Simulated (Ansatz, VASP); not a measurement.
# MoS2: VASP beside Ansatz

```
Mo S
1.0
     3.14000    0.00000    0.00000
    -1.57000    2.71932    0.00000
     0.00000    0.00000   12.53000
Mo S
2 4
Direct
  0.33333 0.66667 0.25000
  0.66667 0.33333 0.75000
  0.33333 0.66667 0.62446
  0.66667 0.33333 0.12446
  0.33333 0.66667 0.87554
  0.66667 0.33333 0.37554
```

Alike in both runs: functional PBE; k mesh 12 × 12 × 3; occupations fermi-dirac, width 0.01 eV; collinear spin.

Ansatz relaxed the structure, and its values are those at the end. VASP's run is a single point on that final structure, the one shown.

|  | VASP | Ansatz |
| --- | --- | --- |
| version | VASP 6.6.1 | Ansatz 0.2.0 |
| potentials or method | VASP PAW PBE potentials, release 64 (Mo_sv, S) | plane-wave PAW, scalar-relativistic |
| plane-wave cutoff (eV) | 500 | 420 |
| valence electrons in the cell | 52 | 52 |

VASP gave:

```
gap on the k mesh at the Fermi level (eV) : 1.01
pressure (GPa)                            : 3.6
rms of the force components (eV/Å)        : 0.006
net moment per atom (μB)                  : 0.00
```

Task: Which values does Ansatz return?

Result: gap on the k mesh at the Fermi level (eV): 0.99; pressure (GPa): 3.7; rms of the force components (eV/Å): 0.000; net moment per atom (μB): 0.00.

The functional is the same, so the differences come from potentials, cutoffs and numerics. Ansatz's warnings: seeded moment not kept, stress scf threshold loose.
